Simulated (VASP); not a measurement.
AlN, 4 atoms in the cell. It takes space group P6_3mc (No. 186, hexagonal). Conventional cell: a = 3.105 Å, b = 3.105 Å, c = 4.965 Å, α = 90.00°, β = 90.00°, γ = 120.00°. Al (site symmetry 3m) has 4 N at 1.89 to 1.90 Å within 2.5 Å. Within 2.5 Å of N (site symmetry 3m) lie 4 Al at 1.89 to 1.90 Å. 

* Program: VASP 6.6.1
* Task: single point
* Functional: PBEsol
* Potentials or basis: VASP PAW PBE potentials, release 64 (Al, N)
* Cutoff: 520 eV
* k mesh: 8 × 8 × 6
* Occupations: gaussian, width 0.01 eV
* Spin: no spin polarisation
* Dipole correction: no
* Further INCAR settings: ALGO = Normal; EDIFF = 1e-07; NBANDS = 16

Potentials or basis: VASP PAW PBE potentials, release 64 (Al, N).

Launch:

```bash
$ cat potpaw_PBE.64/Al/POTCAR potpaw_PBE.64/N/POTCAR > POTCAR
$ mpirun -np 1 vasp_std > vasp.out
```

Hardware: 1 thread of Intel(R) Xeon(R) 6975P-C (Granite Rapids) (shared host).

How long does it take, and how much memory?

Wall time 11 s on 1 thread of Intel(R) Xeon(R) 6975P-C (Granite Rapids) (shared host), peak memory 0.16 GiB. Counts: scf iterations 14, k points 40.
